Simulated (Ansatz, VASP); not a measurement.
**Two plane-wave programs on KI**

Contents of POSCAR:

```
KI
1.0
    0.0000000000      3.3835680000      3.3835680000
    3.3835680000      0.0000000000      3.3835680000
    3.3835680000      3.3835680000      0.0000000000
K I
1 1
Direct
    0.0000000000      0.0000000000      0.0000000000
    0.5000000000      0.5000000000      0.5000000000
```

File INCAR.step1:

```
SYSTEM = KI
  ALGO = Normal
  EDIFF = 1E-4
  ENCUT = 520
  GGA = PE
  ISMEAR = 0
  LASPH = .True.
  LCHARG = .False.
  LREAL = .False.
  LWAVE = .True.
  NBANDS = 15
  NELM = 80
  PREC = Accurate
  SIGMA = 0.05
```

File INCAR.step2:

```
SYSTEM = KI
  ALGO = Normal
  EDIFF = 1E-6
  ENCUT = 520
  ISIF = 2
  ISMEAR = 0
  ISTART = 1
  LASPH = .True.
  LCHARG = .True.
  LELF = .True.
  LMIXTAU = .True.
  LREAL = .False.
  LVHAR = .True.
  LWAVE = .False.
  METAGGA = R2SCAN
  NBANDS = 15
  NELM = 80
  PREC = Accurate
  SIGMA = 0.05
```

Contents of KPOINTS:

```
k-points
0
Gamma
  6 6 6
  0 0 0
```

Input for Ansatz:

```yaml
crystal:
  lattice:
    - [0.0, 3.383568, 3.383568]
    - [3.383568, 0.0, 3.383568]
    - [3.383568, 3.383568, 0.0]
  atoms:
    - { symbol: K, position: [0.0, 0.0, 0.0] }
    - { symbol: I, position: [0.5, 0.5, 0.5] }
basis:
  ecutwfc: 500
kpoints:
  mp_grid: { grid: [6, 6, 6] }
hamiltonian:
  xc: r2scan
scf:
  occupations: { method: gaussian, width: 0.05 }
output:
  forces: true
  stress: true
  eigenvalues: true
```

Change from the starting cell: strain -0.040 along x and y, -0.040 along z, atoms carried along.

Alike in both runs: task single point; functional r2SCAN; k mesh 6 × 6 × 6; occupations gaussian, width 0.05 eV; no spin polarisation.

```csv
,VASP,Ansatz
version,VASP 6.6.1,Ansatz 0.2.0
potentials or method,"VASP PAW PBE potentials, release 64 (K_sv, I), cutoff 520 eV","scalar-relativistic, plane waves, PAW"
valence electrons in the cell,16,26
```

|  | VASP | Ansatz | Ansatz less VASP |
| --- | --- | --- | --- |
| gap on the k mesh at the Fermi level (eV) | 4.98 | 4.98 | +0.003 |
| least direct gap on the mesh (eV) | 4.98 | 4.98 | +0.003 |
| pressure (GPa) | 2.5 | 2.5 | -0.02 |

VASP's potentials were made for PBE, not for r2SCAN. The functional is the same, so the differences come from potentials, cutoffs and numerics. VASP's potentials hold 16 valence electrons a cell and Ansatz's 26, so a difference there can come from the potentials and not from the codes.

Spin-orbit coupling is off throughout.
